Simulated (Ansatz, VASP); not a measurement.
Two plane-wave programs on Te

```xyz
2
Lattice="4.9626 0.0000 0.0000 -2.4813 4.2977 0.0000 0.0000 0.0000 5.0292" Properties=species:S:1:pos:R:3 pbc="T T T"
Te    0.0000    2.8651    2.8928
Te    2.4813    1.4326    2.1363
```

Alike in both runs: task relaxation of cell and atoms; functional PBE; k mesh 12 × 12 × 12; occupations gaussian, width 0.1 eV; no spin polarisation.

|  | VASP | Ansatz |
| --- | --- | --- |
| version | VASP 6.6.1 | Ansatz 0.2.0 |
| potentials or method | VASP PAW PBE potentials, release 64 (Te), cutoff 600 eV | scalar-relativistic, plane waves, PAW |
| valence electrons in the cell | 12 | 32 |

VASP gave:

* gap on the k mesh at the Fermi level, each at its own relaxed structure (eV): none
* relaxed volume (Å³/atom): 53.55
* relaxed cell length with the largest relative difference (Å): 4.960

**Question.** Which values does Ansatz return?

**Answer.** gap on the k mesh at the Fermi level, each at its own relaxed structure (eV): none; relaxed volume (Å³/atom): 53.63; relaxed cell length with the largest relative difference (Å): 4.963.

A gap of «none» marks a metal or a gap that the smearing closes. VASP's potentials hold 12 valence electrons a cell and Ansatz's 32, so a difference there can come from the potentials and not from the codes.

Spin-orbit coupling is off throughout.
